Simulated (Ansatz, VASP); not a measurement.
# NiO in VASP and in Ansatz

INCAR

```
ALGO = Normal
EDIFF = 1E-8
ENCUT = 520
GGA = PE
ISIF = 2
ISMEAR = -1
ISPIN = 2
LASPH = T
LCHARG = F
LEFG = T
LMAXMIX = 4
LORBIT = 11
LREAL = F
LWAVE = F
MAGMOM = 1.5 0
NBANDS = 19
NELM = 150
PREC = Accurate
SIGMA = 0.03
```

File KPOINTS:

```
k-points
0
Gamma
  17 17 17
```

POSCAR

```
NiO
1.0
    0.0000000000      2.0558572188      2.0558572188
    2.0558572188      0.0000000000      2.0558572188
    2.0558572188      2.0558572188      0.0000000000
Ni O
1 1
Direct
    0.0000000000      0.0000000000      0.0000000000
    0.5000000000      0.5000000000      0.5000000000
```

Input for Ansatz:

```yaml
crystal:
  lattice:
    - [0.0, 2.0558572188, 2.0558572188]
    - [2.0558572188, 0.0, 2.0558572188]
    - [2.0558572188, 2.0558572188, 0.0]
  atoms:
    - { symbol: Ni, position: [0.0, 0.0, 0.0], spin: 1.5 }
    - { symbol: O, position: [0.5, 0.5, 0.5] }
magnetization:
  spin_polarized: true
kpoints:
  mp_grid: { grid: [17, 17, 17] }
scf:
  occupations: { method: fermi_dirac, width: 0.03 }
hamiltonian:
  xc: pbe
  pseudopotentials: { kind: all_electron, datasets: crystal }
output:
  forces: true
  stress: true
  eigenvalues: true
  efg: { contact_densities: true }
```

Change from the starting cell: volume scaled by 0.95, crystal datasets.

Alike in both runs: task electric field gradients; functional PBE; k mesh 17 × 17 × 17; occupations fermi-dirac, width 0.03 eV; collinear spin.

|  | VASP | Ansatz |
| --- | --- | --- |
| version | VASP 6.6.1 | Ansatz 0.2.0 |
| potentials or method | VASP PAW PBE potentials, release 64 (Ni, O), cutoff 520 eV | all-electron PAW with datasets made for the crystal, scalar-relativistic |

```tsv
	VASP	Ansatz	Ansatz less VASP
pressure (GPa)	14.1	15.2	+1.11
net moment per atom (μB)	0.77	0.83	+0.054
size of the moment on the site where the two differ most (μB)	1.28	1.34	+0.057
```

Site moments also hang on the region over which each program counts them. Ansatz ran all-electron here, and VASP with PAW potentials.
